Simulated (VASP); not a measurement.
Input of a VASP 6.6.1 run:

INCAR

```
PREC     = Accurate       # precision mode
ENCUT    = 520            # plane-wave cutoff, eV
EDIFF    = 1E-8           # SCF threshold, eV
ISMEAR   = -1             # smearing method
SIGMA    = 0.05           # smearing width, eV
LREAL    = F              # projectors in reciprocal space
LASPH    = T              # aspherical terms in the spheres
NELM     = 60             # most SCF steps
ALGO     = Normal         # electronic algorithm
ISIF     = 2              # what is computed and relaxed
LWAVE    = F              # write WAVECAR
LCHARG   = F              # write CHGCAR
GGA      = PE             # functional
LEFG     = T            
NBANDS   = 12             # bands
```

File KPOINTS:

```
regular mesh
0
Gamma
  15 15 15
```

Contents of POSCAR:

```
Ag
1.0
    0.0000000000      2.0839620000      2.0431000000
    2.0839620000      0.0000000000      2.0431000000
    2.0839620000      2.0839620000      0.0000000000
Ag
1
Direct
    0.0000000000      0.0000000000      0.0000000000
```

Potentials or basis: VASP PAW PBE potentials, release 64 (Ag).

Run with:

```console
$ cat potpaw_PBE.64/Ag/POTCAR > POTCAR
$ mpirun -np 1 vasp_std > vasp.out
```

(1) Estimate the band gap on the k mesh.

(2) Estimate the pressure.

Results:

(1) zero (an odd number of electrons rules out a gap without spin polarisation).

(2) 0.3 GPa.

Caveat: the cell differs from its parent crystal (equal xx and yy strain of +2 %); without QUAD_EFG the Cq values of the log hold for a quadrupole moment of 1 mb, not for the nuclei.
